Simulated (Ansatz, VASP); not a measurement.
# SiO2 in VASP and in Ansatz

File POSCAR:

```
SiO2
1.0
   -2.4333466033      2.4333466033      3.7772420495
    2.4333466033     -2.4333466033      3.7772420495
    2.4333466033      2.4333466033     -3.7772420495
Si O
2 4
Direct
    0.0000000000      0.0000000000      0.0000000000
    0.7500000000      0.2500000000      0.5000000000
    0.9731664815      0.6250000000      0.8481664815
    0.3750000000      0.2231664815      0.3481664815
    0.7768335185      0.1250000000      0.1518335185
    0.8750000000      0.0268335185      0.6518335185
```

File INCAR.step1:

```
SYSTEM = SiO2
ALGO = Normal
EDIFF = 1E-4
ENCUT = 520
GGA = PE
ISMEAR = 0
LASPH = .True.
LCHARG = .False.
LREAL = .False.
LWAVE = .True.
NBANDS = 25
NELM = 100
PREC = Accurate
SIGMA = 0.05
```

Contents of INCAR.step2:

```
SYSTEM = SiO2
ALGO = Normal
EDIFF = 1E-6
ENCUT = 520
ISIF = 2
ISMEAR = 0
ISTART = 1
LASPH = .True.
LCHARG = .False.
LMIXTAU = .True.
LREAL = .False.
LWAVE = .False.
METAGGA = R2SCAN
NBANDS = 25
NELM = 100
PREC = Accurate
SIGMA = 0.05
```

The input KPOINTS:

```
k-points
0
Gamma
  8 8 8
  0 0 0
```

Input for Ansatz:

```yaml
crystal:
  lattice:
    - [-2.4333466033, 2.4333466033, 3.7772420495]
    - [2.4333466033, -2.4333466033, 3.7772420495]
    - [2.4333466033, 2.4333466033, -3.7772420495]
  atoms:
    - { symbol: Si, position: [0.0, 0.0, 0.0] }
    - { symbol: Si, position: [0.75, 0.25, 0.5] }
    - { symbol: O, position: [0.9731664815, 0.625, 0.8481664815] }
    - { symbol: O, position: [0.375, 0.2231664815, 0.3481664815] }
    - { symbol: O, position: [0.7768335185, 0.125, 0.1518335185] }
    - { symbol: O, position: [0.875, 0.0268335185, 0.6518335185] }
basis:
  ecutwfc: 500
kpoints:
  mp_grid: { grid: [8, 8, 8] }
hamiltonian:
  xc: r2scan
scf:
  occupations: { method: gaussian, width: 0.05 }
output:
  forces: true
  stress: true
  eigenvalues: true
  write_density: true
  write_potential: true
  elf: true
  volumetric_format: npy
```

Alike in both runs: task single point; functional r2SCAN; k mesh 8 × 8 × 8; occupations gaussian, width 0.05 eV; no spin polarisation.

|  | VASP | Ansatz |
| --- | --- | --- |
| version | VASP 6.6.1 | Ansatz 0.2.0 |
| potentials or method | VASP PAW PBE potentials, release 64 (Si, O), cutoff 520 eV | scalar-relativistic, plane waves, PAW |
| valence electrons in the cell | 32 | 32 |

```csv
,VASP,Ansatz,Ansatz less VASP
gap on the k mesh at the Fermi level (eV),6.49,6.50,+0.002
least direct gap on the mesh (eV),6.49,6.50,+0.002
pressure (GPa),0.0,-0.1,-0.17
"traceless stress, the component that is largest in VASP (GPa)",-1.98,-2.03,-0.048
rms of the force components (eV/Å),0.026,0.026,-0.0003
```

VASP's potentials were made for PBE, not for r2SCAN. Atom by atom the forces differ by 0.000 eV/Å (rms over components).
